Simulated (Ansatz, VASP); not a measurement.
## GaN: VASP beside Ansatz

```
Ga N
1.0
     3.18000    0.00000    0.00000
    -1.59000    2.75396    0.00000
     0.00000    0.00000    5.16600
Ga N
2 2
Direct
  0.36489 0.68244 0.02367
  0.69822 0.34911 0.52367
  0.33333 0.66667 0.37500
  0.66667 0.33333 0.87500
```

Change from the starting cell: all Ga atoms moved -0.150 Å, as atom 1 towards its neighbour atom 2 (Ga) at 3.169 Å.

Alike in both runs: task single point; functional r2SCAN; k mesh 12 × 12 × 6; occupations gaussian, width 0.05 eV; no spin polarisation.

|  | VASP | Ansatz |
| --- | --- | --- |
| version | VASP 6.6.1 | Ansatz 0.2.0 |
| potentials or method | VASP PAW PBE potentials, release 64 (Ga_d, N), cutoff 520 eV | scalar-relativistic, plane waves, PAW |
| valence electrons in the cell | 36 | 36 |

VASP gave:

```
gap on the k mesh at the Fermi level (eV)                     : 2.20
least direct gap on the mesh (eV)                             : 2.20
pressure (GPa)                                                : 4.9
traceless stress, the component that is largest in VASP (GPa) : 14.08
rms of the force components (eV/Å)                            : 1.362
```

**Question.** What did Ansatz give for the same quantities?

**Answer.** gap on the k mesh at the Fermi level (eV): 2.20; least direct gap on the mesh (eV): 2.20; pressure (GPa): 3.8; traceless stress, the component that is largest in VASP (GPa): 13.61; rms of the force components (eV/Å): 1.339.

VASP's potentials were made for PBE, not for r2SCAN. Atom by atom the forces differ by 0.024 eV/Å (rms over components).
